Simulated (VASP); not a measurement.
# BiS: vibrations by perturbation theory with PBE

Crystal: BiS.

```
CELL_PARAMETERS angstrom
4.00294 0.00000 0.00000
0.00000 4.00294 0.00000
0.00000 0.00000 4.00294
ATOMIC_POSITIONS crystal
Bi 0.50000 0.50000 0.50000
S 0.00000 0.00000 0.00000
```

| Quantity | Value |
| --- | --- |
| Program | VASP 6.6.1 |
| Task | vibrations by perturbation theory |
| Functional | PBE |
| Potentials or basis | VASP PAW PBE potentials, release 64 (Bi_d, S) |
| Cutoff | 520 eV |
| k mesh | 5 × 5 × 5 |
| Occupations | fermi-dirac, width 0.05 eV |
| Spin | no spin polarisation |
| Dipole correction | no |
| Further INCAR settings | ALGO = Normal; EDIFF = 1e-08; IBRION = 8; NSW = 1 |

* Highest phonon frequency at Γ, LO-TO splitting left out: 0 cm⁻¹
* Most unstable mode: 142i cm⁻¹

Phonon frequencies in cm⁻¹ (negative: imaginary):
```csv
q point,frequencies
"(0.000, 0.000, 0.000)",-142 -142 -142 0 0 0
```

Wall time 38 s on 1 thread of Intel(R) Xeon(R) 6975P-C (Granite Rapids), on a shared host, peak memory 0.21 GiB.

Caveat: the cell wasn't relaxed at this level first, which shifts response properties; some modes are imaginary.
